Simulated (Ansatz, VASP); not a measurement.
## BaZrO3 in VASP and in Ansatz

```
CELL_PARAMETERS angstrom
4.22721 0.00000 0.00000
0.00000 4.22721 0.00000
0.00000 0.00000 4.22721
ATOMIC_POSITIONS crystal
Ba 0.00000 0.00000 0.00000
Zr 0.50000 0.50000 0.50000
O 0.50000 0.50000 0.00000
O 0.00000 0.50000 0.50000
O 0.50000 0.00000 0.50000
```

Alike in both runs: functional PBE; k mesh 6 × 6 × 6; occupations gaussian, width 0.02 eV; no spin polarisation.

Ansatz relaxed the structure, and its values are those at the end. VASP's run is a single point on that final structure, the one shown.

|  | VASP | Ansatz |
| --- | --- | --- |
| version | VASP 6.6.1 | Ansatz 0.2.0 |
| potentials or method | VASP PAW PBE potentials, release 64 (Ba_sv, Zr_sv, O), cutoff 600 eV | scalar-relativistic, plane waves, PAW |
| valence electrons in the cell | 40 | 40 |

|  | VASP | Ansatz | Ansatz less VASP |
| --- | --- | --- | --- |
| gap on the k mesh at the Fermi level (eV) | 3.13 | 3.19 | +0.053 |
| least direct gap on the mesh (eV) | 3.38 | 3.41 | +0.022 |
| pressure (GPa) | 0.8 | 0.0 | -0.79 |

With one functional, cell and mesh, what is left measures potentials, basis and numerics.

Neither program's run includes spin-orbit coupling.
